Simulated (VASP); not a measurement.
Input of a VASP 6.6.1 run:

File INCAR:

```
SYSTEM = Ta3W
PREC = Accurate
ENCUT = 600
EDIFF = 1E-7
ISMEAR = 0
SIGMA = 0.1
LREAL = .False.
LASPH = .True.
NELM = 80
ALGO = Fast
ISIF = 3
LWAVE = .False.
LCHARG = .False.
GGA = PS
IBRION = 2
NSW = 100
EDIFFG = -0.005
```

Contents of KPOINTS:

```
Automatic mesh
0
Gamma
  12 12 12
  0 0 0
```

File POSCAR:

```
Ta3W
1.0
    0.0000000000      3.2671732000      3.2671732000
    3.2671732000      0.0000000000      3.2671732000
    3.2671732000      3.2671732000      0.0000000000
Ta W
3 1
Direct
    0.2500000000      0.2500000000      0.2500000000
    0.7500000000      0.7500000000      0.7500000000
    0.5000000000      0.5000000000      0.5000000000
    0.0000000000      0.0000000000      0.0000000000
```

Potentials or basis: VASP PAW PBE potentials, release 64 (Ta_pv, W_sv).

Run with:

```sh
$ cat potpaw_PBE.64/Ta_pv/POTCAR potpaw_PBE.64/W_sv/POTCAR > POTCAR
$ mpirun -np 1 vasp_std > vasp.out
```

(1) Estimate the space group after relaxing (to 0.05 Å).

(2) What does it give for the relaxed volume?

(3) Predict the relaxed cell.

Answers

(1) Fm-3m (No. 225).

(2) 17.08 Å³/atom.

(3) a = 4.588 Å, b = 4.588 Å, c = 4.588 Å, α = 60.00°, β = 60.00°, γ = 60.00°.

Caveat: the PAW data sets were made with another functional, which shifts forces and pressure a little.
